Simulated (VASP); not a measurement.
# HfO2 (Fm-3m) in VASP: a series of runs

HfO2 is run at these levels: PBEsol, PBE; tasks: vibrations by perturbation theory, dielectric tensor, elastic constants.

Program: VASP 6.6.1. These are calculated values, not measurements. Logs are shortened: lines on timing, memory, paths and dates and some standing lists are left out, and cuts for length are marked.

**1. The cell of the first run**

It takes space group Fm-3m (No. 225, cubic). The conventional cell has a = 5.115 Å, b = 5.115 Å, c = 5.115 Å, α = 90.00°, β = 90.00°, γ = 90.00°. Within 2.9 Å of Hf (site symmetry m-3m) lie 8 O at 2.21 Å. O (site symmetry -43m) has 4 Hf at 2.21 Å and 6 O at 2.56 Å within 2.9 Å.

**2. Vibrations by perturbation theory, PBEsol**

INCAR reads:

```
ALGO = Normal
EDIFF = 1E-8
ENCUT = 520
GGA = PS
IBRION = 8
ISIF = 2
ISMEAR = 0
LASPH = True
LCHARG = False
LEPSILON = True
LREAL = False
LWAVE = False
NBANDS = 18
NELM = 80
NSW = 1
PREC = Accurate
SIGMA = 0.01
```

KPOINTS reads:

```
k-points
0
Gamma
  7 7 7
```

POSCAR reads:

```
HfO2
1.0
    0.0000000000      2.5575000000      2.5575000000
    2.5575000000      0.0000000000      2.5575000000
    2.5575000000      2.5575000000      0.0000000000
Hf O
1 2
Direct
    0.0000000000      0.0000000000      0.0000000000
    0.7500000000      0.7500000000      0.7500000000
    0.2500000000      0.2500000000      0.2500000000
```

Potentials or basis: VASP PAW PBE potentials, release 64 (Hf_pv, O).

Command:

```console
$ cat potpaw_PBE.64/Hf_pv/POTCAR potpaw_PBE.64/O/POTCAR > POTCAR
$ mpirun -np 1 vasp_std > vasp.out
```

OUTCAR:

```text
EDIFF = 1E-8
   ENCUT = 520
   GGA = PS
   IBRION = 8
   ISIF = 2
   ISMEAR = 0
   LASPH = True
   LEPSILON = True
   LREAL = False
   NELM = 80
   NSW = 1
   PREC = Accurate

 ion  position               nearest neighbor table
   1  0.000  0.000  0.000-   2 2.21   2 2.21   2 2.21   2 2.21   3 2.21   3 2.21   3 2.21   3 2.21

   2  0.750  0.750  0.750-   1 2.21   1 2.21   1 2.21   1 2.21
   3  0.250  0.250  0.250-   1 2.21   1 2.21   1 2.21   1 2.21

  LATTYP: Found a face centered cubic cell.
 ALAT       =     5.1150000000

  Lattice vectors:

 A1 = (   0.0000000000,   2.5575000000,   2.5575000000)
 A2 = (   2.5575000000,   0.0000000000,   2.5575000000)
 A3 = (   2.5575000000,   2.5575000000,   0.0000000000)

Analysis of symmetry for initial positions (statically):
=====================================================================
 Subroutine PRICEL returns:
 Original cell was already a primitive cell.

 Routine SETGRP: Setting up the symmetry group for a
 face centered cubic supercell.

 Subroutine GETGRP returns: Found 48 space group operations
 (whereof 48 operations were pure point group operations)
 out of a pool of 48 trial point group operations.

The static configuration has the point symmetry O_h .

Analysis of symmetry for dynamics (positions and initial velocities):
=====================================================================
 Subroutine PRICEL returns:
 Original cell was already a primitive cell.

 Routine SETGRP: Setting up the symmetry group for a
 face centered cubic supercell.

 Subroutine GETGRP returns: Found 48 space group operations
 (whereof 48 operations were pure point group operations)
 out of a pool of 48 trial point group operations.

The dynamic configuration has the point symmetry O_h .

 Subroutine INISYM returns: Found 48 space group operations
 (whereof 48 operations are pure point group operations),
 and found     1 'primitive' translations

----------------------------------------------------------------------------------------

                                     Primitive cell

  volume of cell :      33.4562

  direct lattice vectors                    reciprocal lattice vectors
     0.000000000  2.557500000  2.557500000    -0.195503421  0.195503421  0.195503421
     2.557500000  0.000000000  2.557500000     0.195503421 -0.195503421  0.195503421
     2.557500000  2.557500000  0.000000000     0.195503421  0.195503421 -0.195503421

  length of vectors
     3.616851186  3.616851186  3.616851186     0.338621859  0.338621859  0.338621859

  position of ions in fractional coordinates (direct lattice)
     0.000000000  0.000000000  0.000000000
     0.750000000  0.750000000  0.750000000
     0.250000000  0.250000000  0.250000000

  ion indices of the primitive-cell ions
   primitive index   ion index
                 1           1
                 2           2
                 3           3

----------------------------------------------------------------------------------------

 KPOINTS: k-points

Automatic generation of k-mesh.
 Grid dimensions read from file:
 generate k-points for:    7    7    7

 Generating k-lattice:

  Cartesian coordinates                     Fractional coordinates (reciprocal lattice)
    -0.027929060  0.027929060  0.027929060     0.142857143  0.000000000  0.000000000
     0.027929060 -0.027929060  0.027929060     0.000000000  0.142857143  0.000000000
     0.027929060  0.027929060 -0.027929060     0.000000000  0.000000000  0.142857143

  Length of vectors
     0.048374551  0.048374551  0.048374551

  Shift w.r.t. Gamma in fractional coordinates (k-lattice)
     0.000000000  0.000000000  0.000000000

 Subroutine IBZKPT returns following result:
 ===========================================

 Found     20 irreducible k-points:

 Following reciprocal coordinates:
            Coordinates               Weight
  0.000000  0.000000  0.000000      1.000000
  0.142857  0.000000  0.000000      8.000000
  0.285714  0.000000  0.000000      8.000000
[... 531 lines left out ...]
  free  energy   TOTEN  =       -31.5585786533 eV

  energy  without entropy=      -31.5585786533  energy(sigma->0) =      -31.55857865

 HEAD OF MICROSCOPIC STATIC DIELECTRIC TENSOR (INDEPENDENT PARTICLE, excluding Hartree and local field effects)
 ------------------------------------------------------
           5.518678     0.000000     0.000000
           0.000000     5.518678    -0.000000
           0.000000     0.000000     5.518678
 ------------------------------------------------------

 Free energy of the ion-electron system (eV)
  ---------------------------------------------------
  ---------------------------------------------------
  free energy    TOTEN  =        -0.42751920 eV

  energy without entropy =       -0.42751920

------------------------ aborting loop because EDIFF is reached ----------------------------------------

--------------------------------------- Ionic step        2  -------------------------------------------

------------------------ aborting loop because EDIFF is reached ----------------------------------------

--------------------------------------- Ionic step        3  -------------------------------------------

------------------------ aborting loop because EDIFF is reached ----------------------------------------

 PIEZOELECTRIC TENSOR FIELD DIRECTION 3  (e Angst)
 -----------------------------------------------------------------------------
     0.00005  0.00000 -0.00000           ( -0.00001  0.00000 -0.00000)
     0.00000  0.00005 -0.00000           (  0.00000 -0.00001  0.00000)
    -0.00000 -0.00000 -0.00054           ( -0.00000  0.00000 -0.00000)

 PIEZOELECTRIC TENSOR FIELD DIRECTION 3  (C/m^2)
 -----------------------------------------------------------------------------
     0.00002  0.00000 -0.00000
     0.00000  0.00002 -0.00000
    -0.00000 -0.00000 -0.00026

--------------------------------------- Ionic step        4  -------------------------------------------

------------------------ aborting loop because EDIFF is reached ----------------------------------------

[... ionic steps 5 to 6 ...]

--------------------------------------- Ionic step        7  -------------------------------------------

 Free energy of the ion-electron system (eV)
  ---------------------------------------------------
  ---------------------------------------------------
  free energy    TOTEN  =        -0.36544429 eV

  energy without entropy =       -0.36544429

------------------------ aborting loop because EDIFF is reached ----------------------------------------

 INTERNAL STRAIN TENSOR  FOR ION    2  DIRECTION 1   (eV/Angst):
 -----------------------------------------------------------------------------
     0.00294  0.00000  0.00000
     0.00000 -0.00125  5.05509
     0.00000  5.05509 -0.00125

 MACROSCOPIC STATIC DIELECTRIC TENSOR (including local field effects in DFT)
 ------------------------------------------------------
           5.358545     0.000000     0.000000
           0.000000     5.358545     0.000000
           0.000000     0.000000     5.358545
 ------------------------------------------------------

 PIEZOELECTRIC TENSOR (including local field effects)  for field in x, y, z        (e  Angst)
          XX          YY          ZZ          XY          YZ          ZX
  --------------------------------------------------------------------------------
  x     0.00000     0.00000     0.00000     0.00000     0.00000     0.00000
  y     0.00000     0.00000     0.00000     0.00000     0.00000     0.00000
  z     0.00000     0.00000     0.00000     0.00000     0.00000     0.00000

 PIEZOELECTRIC TENSOR (including local field effects)  for field in x, y, z        (C/m^2)
          XX          YY          ZZ          XY          YZ          ZX
  --------------------------------------------------------------------------------
  x     0.00000     0.00000     0.00000     0.00000     0.00000     0.00000
  y     0.00000     0.00000     0.00000     0.00000     0.00000     0.00000
  z     0.00000     0.00000     0.00000     0.00000     0.00000     0.00000

 BORN EFFECTIVE CHARGES (including local field effects) (in |e|, cummulative output)
 ---------------------------------------------------------------------------------
 ion    1
    1     5.51225     0.00000     0.00000
    2     0.00000     5.51225     0.00000
    3     0.00000     0.00000     5.51225
 ion    2
    1    -2.75613     0.00000     0.00000
    2     0.00000    -2.75613     0.00000
    3     0.00000     0.00000    -2.75613
 ion    3
    1    -2.75613     0.00000     0.00000
    2     0.00000    -2.75613     0.00000
    3     0.00000     0.00000    -2.75613

 INTERNAL STRAIN TENSOR FOR ION    3 for displacements in x,y,z  (eV/Angst):
          X           Y           Z          XY          YZ          ZX
  --------------------------------------------------------------------------------
  x    -0.00000    -0.00000    -0.00000     0.00000    -5.05509     0.00000
  y    -0.00000    -0.00000    -0.00000     0.00000     0.00000    -5.05509
  z    -0.00000    -0.00000    -0.00000    -5.05509     0.00000     0.00000

 SECOND DERIVATIVES (NOT SYMMETRIZED)
 ------------------------------------
               1X          1Y          1Z          2X          2Y          2Z          3X          3Y          3Z
  1X    -3.422813    0.000000    0.000000    1.711407    0.000000    0.000000    1.711407    0.000000    0.000000
  1Y     0.000000   -3.422813    0.000000    0.000000    1.711407    0.000000    0.000000    1.711407    0.000000
  1Z     0.000000    0.000000   -3.422813    0.000000    0.000000    1.711407    0.000000    0.000000    1.711407
  2X     1.705318    0.000000    0.000000   -9.454358    0.000000    0.000000    7.749041    0.000000    0.000000
  2Y     0.000000    1.705318    0.000000    0.000000   -9.454358    0.000000    0.000000    7.749041    0.000000
  2Z     0.000000    0.000000    1.705318    0.000000    0.000000   -9.454358    0.000000    0.000000    7.749041
  3X     1.705318    0.000000    0.000000    7.749041    0.000000    0.000000   -9.454358    0.000000    0.000000
  3Y     0.000000    1.705318    0.000000    0.000000    7.749041    0.000000    0.000000   -9.454358    0.000000
  3Z     0.000000    0.000000    1.705318    0.000000    0.000000    7.749041    0.000000    0.000000   -9.454358

 Eigenvectors and eigenvalues of the dynamical matrix
 ----------------------------------------------------

   1 f  =   16.210554 THz   101.853916 2PiTHz  540.725887 cm-1    67.041435 meV
             X         Y         Z           dx          dy          dz
      0.000000  0.000000  0.000000    -0.000000   -0.000000   -0.000000
      3.836250  3.836250  3.836250     0.686719    0.168573    0.000000
      1.278750  1.278750  1.278750    -0.686719   -0.168573   -0.000000
[... 43 lines left out ...]
   9 f/i=    0.003552 THz     0.022316 2PiTHz    0.118472 cm-1     0.014689 meV
             X         Y         Z           dx          dy          dz
      0.000000  0.000000  0.000000     0.903717    0.020359   -0.174343
      3.836250  3.836250  3.836250     0.271056    0.006106   -0.052291
      1.278750  1.278750  1.278750     0.271056    0.006106   -0.052291

--------------------------------------------------------------------------------------------------------

 MACROSCOPIC STATIC DIELECTRIC TENSOR IONIC CONTRIBUTION
 ------------------------------------------------------
          48.070515     0.000000    -0.000000
           0.000000    48.070515    -0.000000
          -0.000000    -0.000000    48.070515
 ------------------------------------------------------

 ELASTIC MODULI CONTR FROM IONIC RELAXATION (kBar)
 Direction    XX          YY          ZZ          XY          YZ          ZX
 --------------------------------------------------------------------------------
 XX          -0.0000     -0.0000     -0.0000     -0.0000     -0.0000     -0.0000
 YY          -0.0000     -0.0000     -0.0000     -0.0000     -0.0000     -0.0000
 ZZ          -0.0000     -0.0000     -0.0000     -0.0000     -0.0000     -0.0000
 XY          -0.0000     -0.0000     -0.0000   -142.2677     -0.0000      0.0000
 YZ          -0.0000     -0.0000     -0.0000     -0.0000   -142.2677      0.0000
 ZX          -0.0000     -0.0000     -0.0000      0.0000      0.0000   -142.2677
 --------------------------------------------------------------------------------

 PIEZOELECTRIC TENSOR IONIC CONTR  for field in x, y, z        (C/m^2)
          XX          YY          ZZ          XY          YZ          ZX
  --------------------------------------------------------------------------------
  x     0.00000     0.00000     0.00000     0.00000     0.00000    -0.00000
  y     0.00000    -0.00000    -0.00000    -0.00000     0.00000    -0.00000
  z     0.00000    -0.00000     0.00000     0.00000     0.00000    -0.00000
```

It took 5.5 min on 1 thread of Intel Xeon 6975P-C (Granite Rapids), shared host; peak memory 0.27 GiB.

Results:

| Quantity | Value |
| --- | --- |
| Electronic dielectric tensor (diagonal) | 5.36 |
| Born charges (mean of the diagonal) | Hf +5.51; O -2.76 e |
| Highest phonon frequency at Γ, LO-TO splitting left out | 541 cm⁻¹ |

Phonon frequencies in cm⁻¹ (negative: imaginary):
| q point | frequencies |
| --- | --- |
| (0.000, 0.000, 0.000) | 0 0 0 185 185 185 541 541 541 |

Electronic dielectric tensor:
```
5.36 0.00 0.00
0.00 5.36 0.00
0.00 0.00 5.36
```

Born effective charge tensors (e):
atom 1, Hf
```
5.51 0.00 0.00
0.00 5.51 0.00
0.00 0.00 5.51
```
atom 2, O
```
-2.76  0.00  0.00
 0.00 -2.76  0.00
 0.00  0.00 -2.76
```
atom 3, O
```
-2.76  0.00  0.00
 0.00 -2.76  0.00
 0.00  0.00 -2.76
```

Caveat: the cell stands under pressure or tension, which shifts response properties; spin-orbit coupling is left out, which moves the levels of the heavy elements.

(Continued in part 2 of 2.)
